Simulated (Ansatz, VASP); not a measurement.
Re in VASP and in Ansatz

Contents of INCAR:

```
SYSTEM = Re
PREC = Accurate
ENCUT = 520
EDIFF = 1E-7
ISMEAR = 0
SIGMA = 0.1
LREAL = .False.
LASPH = .True.
NELM = 100
ALGO = Normal
ISIF = 2
LWAVE = .False.
LCHARG = .False.
GGA = PE
NBANDS = 14
```

KPOINTS

```
regular mesh
0
Gamma
  15 15 8
  0 0 0
```

POSCAR

```
Re
1.0
    2.7748915462      0.0000000000      0.0000000000
   -1.3874457731      2.4031265718      0.0000000000
    0.0000000000      0.0000000000      4.4841312932
Re
2
Direct
    0.3333333333      0.6666666667      0.7500000000
    0.6666666667      0.3333333333      0.2500000000
```

Input for Ansatz:

```yaml
crystal:
  lattice:
    - [2.7748915462, 0.0, 0.0]
    - [-1.3874457731, 2.4031265718, 0.0]
    - [0.0, 0.0, 4.4841312932]
  atoms:
    - { symbol: Re, position: [0.3333333333, 0.6666666667, 0.75] }
    - { symbol: Re, position: [0.6666666667, 0.3333333333, 0.25] }
basis:
  ecutwfc: 420
kpoints:
  mp_grid: { grid: [15, 15, 8] }
hamiltonian:
  xc: pbe
scf:
  occupations: { method: gaussian, width: 0.1 }
output:
  forces: true
  stress: true
  eigenvalues: true
```

Alike in both runs: task single point; functional PBE; k mesh 15 × 15 × 8; occupations gaussian, width 0.1 eV; no spin polarisation.

|  | VASP | Ansatz |
| --- | --- | --- |
| version | VASP 6.6.1 | Ansatz 0.2.0 |
| potentials or method | VASP PAW PBE potentials, release 64 (Re), cutoff 520 eV | scalar-relativistic, plane waves, PAW |
| valence electrons in the cell | 14 | 30 |

Ansatz gave:

```
gap on the k mesh at the Fermi level (eV)                     : none
pressure (GPa)                                                : 0.0
traceless stress, the component that is largest in VASP (GPa) : 0.62
```

Question: Which values does VASP return?

Answer: gap on the k mesh at the Fermi level (eV): none; pressure (GPa): -0.5; traceless stress, the component that is largest in VASP (GPa): 0.51.

A gap of «none» marks a metal or a gap that the smearing closes. With one functional, cell and mesh, what is left measures potentials, basis and numerics. VASP's potentials hold 14 valence electrons a cell and Ansatz's 30, so a difference there can come from the potentials and not from the codes.

Neither program's run includes spin-orbit coupling.
